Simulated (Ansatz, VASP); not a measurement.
# RhN: VASP beside Ansatz

```
Rh N
1.0
     0.00000    2.32986    2.32986
     2.32986    0.00000    2.32986
     2.32986    2.32986    0.00000
Rh N
1 1
Direct
  0.00000 0.00000 0.00000
  0.25000 0.25000 0.25000
```

Alike in both runs: task single point; functional PBE; k mesh 12 × 12 × 12; occupations gaussian, width 0.05 eV; no spin polarisation.

|  | VASP | Ansatz |
| --- | --- | --- |
| version | VASP 6.6.1 | Ansatz 0.2.0 |
| potentials or method | VASP PAW PBE potentials, release 64 (Rh_pv, N), cutoff 520 eV | scalar-relativistic, plane waves, PAW |
| valence electrons in the cell | 20 | 22 |

|  | VASP | Ansatz | Ansatz less VASP |
| --- | --- | --- | --- |
| gap on the k mesh at the Fermi level (eV) | none | none | - |
| pressure (GPa) | -7.9 | -7.9 | 0.00 |

A gap of «none» marks a metal or a gap that the smearing closes. VASP's potentials hold 20 valence electrons a cell and Ansatz's 22, so a difference there can come from the potentials and not from the codes.
